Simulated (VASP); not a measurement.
# Tl (Fm-3m) in VASP: further runs

Tl is run at these levels: PBE, PBE exchange alone, RPBE+D3(BJ); tasks: single point, relaxation of cell and atoms.

Program: VASP 6.6.1. These are calculated values, not measurements. Logs are shortened: lines on timing, memory, paths and dates and some standing lists are left out, and cuts for length are marked.

**1. The cell of the first run**

It takes space group Fm-3m (No. 225, cubic). The conventional cell has a = 4.933 Å, b = 4.933 Å, c = 4.933 Å, α = 90.00°, β = 90.00°, γ = 90.00°. Tl (site symmetry m-3m) has 12 Tl at 3.49 Å within 4.6 Å.

This isn't the form of Tl at room conditions, which is hcp.

**2. Single point, PBE**

Contents of INCAR:

```
SYSTEM = Tl
PREC = Accurate
ENCUT = 500
EDIFF = 1E-6
ISMEAR = -1
SIGMA = 0.02
LREAL = .FALSE.
LASPH = .TRUE.
NELM = 120
ALGO = Normal
ISIF = 2
LWAVE = .FALSE.
LCHARG = .FALSE.
GGA = PE
NBANDS = 12
GGA_COMPAT = .FALSE.
```

Contents of KPOINTS:

```
regular mesh
0
G
  4 4 4
  0 0 0
```

Contents of POSCAR:

```
Tl
1.0
    0.0000000000      2.4663412330      2.4663412330
    2.4663412330      0.0000000000      2.4663412330
    2.4663412330      2.4663412330      0.0000000000
Tl
1
Direct
    0.0000000000      0.0000000000      0.0000000000
```

Potentials or basis: VASP PAW PBE potentials, release 64 (Tl_d).

Run with:

```
$ cat potpaw_PBE.64/Tl_d/POTCAR > POTCAR
$ mpirun -np 1 vasp_std > vasp.out
```

OUTCAR:

```text
SYSTEM = Tl
   PREC = Accurate
   ENCUT = 500
   EDIFF = 1E-6
   ISMEAR = -1
   LREAL = .FALSE.
   LASPH = .TRUE.
   NELM = 120
   ISIF = 2
   GGA = PE

 ion  position               nearest neighbor table
   1  0.000  0.000  0.000-

  LATTYP: Found a face centered cubic cell.
 ALAT       =     4.9326824660

  Lattice vectors:

 A1 = (   0.0000000000,   2.4663412330,   2.4663412330)
 A2 = (   2.4663412330,   0.0000000000,   2.4663412330)
 A3 = (   2.4663412330,   2.4663412330,   0.0000000000)

Analysis of symmetry for initial positions (statically):
=====================================================================
 Subroutine PRICEL returns:
 Original cell was already a primitive cell.

 Routine SETGRP: Setting up the symmetry group for a
 face centered cubic supercell.

 Subroutine GETGRP returns: Found 48 space group operations
 (whereof 48 operations were pure point group operations)
 out of a pool of 48 trial point group operations.

The static configuration has the point symmetry O_h .

Analysis of symmetry for dynamics (positions and initial velocities):
=====================================================================
 Subroutine PRICEL returns:
 Original cell was already a primitive cell.

 Routine SETGRP: Setting up the symmetry group for a
 face centered cubic supercell.

 Subroutine GETGRP returns: Found 48 space group operations
 (whereof 48 operations were pure point group operations)
 out of a pool of 48 trial point group operations.

The dynamic configuration has the point symmetry O_h .

 Subroutine INISYM returns: Found 48 space group operations
 (whereof 48 operations are pure point group operations),
 and found     1 'primitive' translations

----------------------------------------------------------------------------------------

                                     Primitive cell

  volume of cell :      30.0047

  direct lattice vectors                    reciprocal lattice vectors
     0.000000000  2.466341233  2.466341233    -0.202729449  0.202729449  0.202729449
     2.466341233  0.000000000  2.466341233     0.202729449 -0.202729449  0.202729449
     2.466341233  2.466341233  0.000000000     0.202729449  0.202729449 -0.202729449

  length of vectors
     3.487933221  3.487933221  3.487933221     0.351137706  0.351137706  0.351137706

  position of ions in fractional coordinates (direct lattice)
     0.000000000  0.000000000  0.000000000

  ion indices of the primitive-cell ions
   primitive index   ion index
                 1           1

----------------------------------------------------------------------------------------

 KPOINTS: regular mesh

Automatic generation of k-mesh.
 Grid dimensions read from file:
 generate k-points for:    4    4    4

 Generating k-lattice:

  Cartesian coordinates                     Fractional coordinates (reciprocal lattice)
    -0.050682362  0.050682362  0.050682362     0.250000000  0.000000000  0.000000000
     0.050682362 -0.050682362  0.050682362     0.000000000  0.250000000  0.000000000
     0.050682362  0.050682362 -0.050682362     0.000000000  0.000000000  0.250000000

  Length of vectors
     0.087784427  0.087784427  0.087784427

  Shift w.r.t. Gamma in fractional coordinates (k-lattice)
     0.000000000  0.000000000  0.000000000

 Subroutine IBZKPT returns following result:
 ===========================================

 Found      8 irreducible k-points:

 Following reciprocal coordinates:
            Coordinates               Weight
  0.000000  0.000000  0.000000      1.000000
  0.250000  0.000000  0.000000      8.000000
  0.500000  0.000000  0.000000      4.000000
  0.250000  0.250000  0.000000      6.000000
  0.500000  0.250000  0.000000     24.000000
 -0.250000  0.250000  0.000000     12.000000
  0.500000  0.500000  0.000000      3.000000
 -0.250000  0.500000  0.250000      6.000000
   k-points           NKPTS =      8   k-points in BZ     NKDIM =      8   number of bands    NBANDS=     12
   number of dos      NEDOS =    301   number of ions     NIONS =      1
   total plane-waves  NPLWV =  21952
   dimension x,y,z NGX =    28 NGY =   28 NGZ =   28
   dimension x,y,z NGXF=    56 NGYF=   56 NGZF=   56
   ions per type =               1
   NGX,Y,Z   is equivalent  to a cutoff of  13.35, 13.35, 13.35 a.u.
   NGXF,Y,Z  is equivalent  to a cutoff of  26.69, 26.69, 26.69 a.u.
 SYSTEM =  Tl
   PREC   = accura    normal or accurate (medium, high low for compatibility)
   ISTART =      0    job   : 0-new  1-cont  2-samecut
   ICHARG =      2    charge: 1-file 2-atom 10-const
   ISPIN  =      1    spin polarized calculation?
   LNONCOLLINEAR =      F non collinear calculations
   LSORBIT =      F    spin-orbit coupling
   LASPH  =      T    aspherical Exc in radial PAW
   ENCUT  =  500.0 eV  36.75 Ry    6.06 a.u.   6.36  6.36  6.36*2*pi/ulx,y,z
   NELM   =    120;   NELMIN=  2; NELMDL= -5     # of ELM steps
   EDIFF  = 0.1E-05   stopping-criterion for ELM
   LREAL  =      F    real-space projection
   EDIFFG = 0.1E-04   stopping-criterion for IOM
   NSW    =      0    number of steps for IOM
   IBRION =     -1    ionic relax: 0-MD 1-quasi-New 2-CG
   NFREE  =      0    steps in history (QN), initial steepest desc. (CG)
   ISIF   =      2    stress and relaxation
   ISYM   =      2    0-nonsym 1-usesym 2-fastsym
   POTIM  = 0.5000    time-step for ionic-motion
   TEBEG  =    0.0;   TEEND  =   0.0 temperature during run
   PSTRESS=    0.0 pullay stress
   NELECT =      13.0000    total number of electrons
   NUPDOWN=      -1.0000    fix difference up-down
   EMIN   =  10.00;   EMAX   =-10.00  energy-range for DOS
   EFERMI =   0.00;   METHOD = LEGACY
   ISMEAR =    -1;   SIGMA  =   0.02  broadening in eV -4-tet -1-fermi 0-gaus
   EFERMI_NEDOS =   21; number of points for ismear=-14 and -15
   IALGO  =     38    algorithm
   IMIX   =      4    mixing-type and parameters
     AMIX     =   0.40;   BMIX     =  1.00
     AMIX_MAG =   1.60;   BMIX_MAG =  1.00
  volume/ion in A,a.u.               =      30.00       202.48
  Fermi-wavevector in a.u.,A,eV,Ry     =   1.238776  2.340947 20.879038  1.534566
  Thomas-Fermi vector in A             =   2.373287
   LORBIT       =      0    0 simple, 1 ext, 2 COOP (PROOUT), +10 PAW based schemes
   GGA     = PE    functional components
   LHFCALC =     F    Hartree Fock is set to
   AEXX    =    0.0000 exact exchange contribution
   IVDW    =     0    specifies the selected vdW correction
   LEPSILON=     F    determine dielectric tensor
   LRPA    =     F    only Hartree local field effects (RPA)
 non-spin polarized calculation
  energy-cutoff  :      500.00
  volume of cell :       30.00
 maximum number of plane-waves:       778
 NGX is ok and might be reduce to    28
   NGX = 13   NGY = 13   NGZ = 13

 number of electron      12.9999999 magnetization

 Free energy of the ion-electron system (eV)
  ---------------------------------------------------
  ext. energy  EPLUGINS =         0.00000000
  ---------------------------------------------------
  free energy    TOTEN  =        -2.20305042 eV

  energy without entropy =       -2.20089915  energy(sigma->0) =       -2.20197478

 E-fermi :   6.4776     XC(G=0):  -9.9449

 val. band max:        5.4898755302   @ k =   0.5000   0.2500   0.0000
 cond. band min:       6.5255538118   @ k =  -0.2500   0.5000   0.2500
 fundamental gap:      1.0356782817
 Fermi energy:         6.4775959204

 k-point     1 :       0.0000    0.0000    0.0000
  band No.  band energies     occupation
      1      -5.4528      2.00000
      2      -5.4528      2.00000
      3      -5.4528      2.00000
      4      -5.2078      2.00000
      5      -5.2078      2.00000
      6      -3.6354      2.00000
      7      15.9621      0.00000
      8      15.9621      0.00000
      9      15.9621      0.00000
     10      16.9777      0.00000
     11      19.8474      0.00000
     12      20.7382      0.00000

 k-point     2 :       0.2500    0.0000    0.0000
  band No.  band energies     occupation
      1      -5.5187      2.00000
      2      -5.3947      2.00000
      3      -5.3947      2.00000
      4      -5.1555      2.00000
      5      -5.1555      2.00000
      6      -2.3129      2.00000
      7       8.9967      0.00000
      8      14.8994      0.00000
      9      14.8994      0.00000
     10      16.6872      0.00000
     11      19.2333      0.00000
     12      20.2864      0.00000

 k-point     3 :       0.5000    0.0000    0.0000
  band No.  band energies     occupation
      1      -5.6200      2.00000
      2      -5.4416      2.00000
      3      -5.4416      2.00000
      4      -4.9879      2.00000
      5      -4.9879      2.00000
      6       0.7573      2.00000
      7       3.3735      2.00000
      8      13.9858      0.00000
      9      13.9858      0.00000
     10      16.3941      0.00000
     11      18.0939      0.00000
     12      19.2583      0.00000

 k-point     4 :       0.2500    0.2500    0.0000
  band No.  band energies     occupation
      1      -5.6102      2.00000
      2      -5.4181      2.00000
      3      -5.2070      2.00000
      4      -5.2070      2.00000
      5      -5.1066      2.00000
      6      -1.8950      2.00000
      7      10.9432      0.00000
      8      12.1838      0.00000
      9      12.1838      0.00000
     10      15.2819      0.00000
     11      15.4659      0.00000
     12      24.1442      0.00000

 k-point     5 :       0.5000    0.2500    0.0000
  band No.  band energies     occupation
      1      -5.6128      2.00000
      2      -5.4375      2.00000
      3      -5.2169      2.00000
      4      -5.1677      2.00000
      5      -4.9737      2.00000
      6       0.9174      2.00000
      7       5.4899      2.00000
      8       9.1941      0.00000
      9      11.5755      0.00000
     10      14.6936      0.00000
     11      19.6555      0.00000
     12      22.5038      0.00000

 k-point     6 :      -0.2500    0.2500    0.0000
  band No.  band energies     occupation
      1      -5.4831      2.00000
      2      -5.4110      2.00000
      3      -5.2567      2.00000
      4      -5.1808      2.00000
      5      -5.1483      2.00000
      6      -0.2050      2.00000
      7       7.0999      0.00000
      8       8.4923      0.00000
      9      13.8097      0.00000
     10      15.9126      0.00000
     11      20.5466      0.00000
     12      21.7587      0.00000

 k-point     7 :       0.5000    0.5000    0.0000
  band No.  band energies     occupation
      1      -5.7638      2.00000
      2      -5.6662      2.00000
      3      -5.0036      2.00000
      4      -4.9313      2.00000
      5      -4.9313      2.00000
      6       2.3667      2.00000
      7       4.4125      2.00000
      8      10.0478      0.00000
      9      10.0478      0.00000
     10      13.3573      0.00000
     11      14.7557      0.00000
     12      25.8449      0.00000

 k-point     8 :      -0.2500    0.5000    0.2500
  band No.  band energies     occupation
      1      -5.4912      2.00000
      2      -5.3902      2.00000
      3      -5.3902      2.00000
      4      -5.1497      2.00000
      5      -4.9312      2.00000
      6       2.4548      2.00000
      7       6.5256      0.16667
      8       6.5256      0.16667
      9       8.1790      0.00000
     10      19.0447      0.00000
     11      20.0349      0.00000
     12      20.0349      0.00000

------------------------ aborting loop because EDIFF is reached ----------------------------------------

  FORCE on cell =-STRESS in cart. coord.  units (eV):
  Direction    XX          YY          ZZ          XY          YZ          ZX
  --------------------------------------------------------------------------------------
  -------------------------------------------------------------------------------------
  Total        0.3302105      0.3302105      0.3302105      0.0000000      0.0000000     -0.0000000
  in kB       17.6324196     17.6324196     17.6324196      0.0000000      0.0000000     -0.0000000
  external PRESSURE =      17.6324196 kB  Pullay stress =       0.0000000 kB

 VOLUME and BASIS-vectors are now :
 -----------------------------------------------------------------------------
  energy-cutoff  :      500.00
  volume of cell :       30.00
      direct lattice vectors                 reciprocal lattice vectors
     0.000000000  2.466341233  2.466341233    -0.202729449  0.202729449  0.202729449
     2.466341233  0.000000000  2.466341233     0.202729449 -0.202729449  0.202729449
     2.466341233  2.466341233  0.000000000     0.202729449  0.202729449 -0.202729449

 POSITION                                       TOTAL-FORCE (eV/Angst)
 -----------------------------------------------------------------------------------
      0.00000      0.00000      0.00000         0.000000     -0.000000      0.000000
 -----------------------------------------------------------------------------------
    total drift:                               -0.000000     -0.000000     -0.000000

  FREE ENERGIE OF THE ION-ELECTRON SYSTEM (eV)
  ---------------------------------------------------
  free  energy   TOTEN  =        -2.2030504179 eV

  energy  without entropy=       -2.2008991480  energy(sigma->0) =       -2.20197478
```

Run time: 7.5 s. Hardware: 1 thread of AMD EPYC 7R43 (Zen 3), shared host; peak memory 0.11 GiB.

Results:

```
Free energy            : -2.2031 eV
Pressure               : 1.8 GPa
Band gap on the k mesh : zero (an odd number of electrons rules out a gap without spin polarisation)
```

Levels at points of the mesh, in eV from the Fermi level:
| k point | band 4 | band 5 | band 6 | band 7 | band 8 | band 9 |
| --- | --- | --- | --- | --- | --- | --- |
| (0.00, 0.00, 0.00) | -11.69 | -11.69 | -10.11 | 9.48 | 9.48 | 9.48 |
| (0.50, 0.00, 0.00) | -11.47 | -11.47 | -5.72 | -3.10 | 7.51 | 7.51 |
| (0.50, 0.50, 0.00) | -11.41 | -11.41 | -4.11 | -2.07 | 3.57 | 3.57 |

Caveat: the k points lie up to 0.55 Å⁻¹ apart, too coarse for converged energies and pressures of a metal; spin-orbit coupling is left out, which moves the levels of the heavy elements.

(Continued in part 2 of 2.)
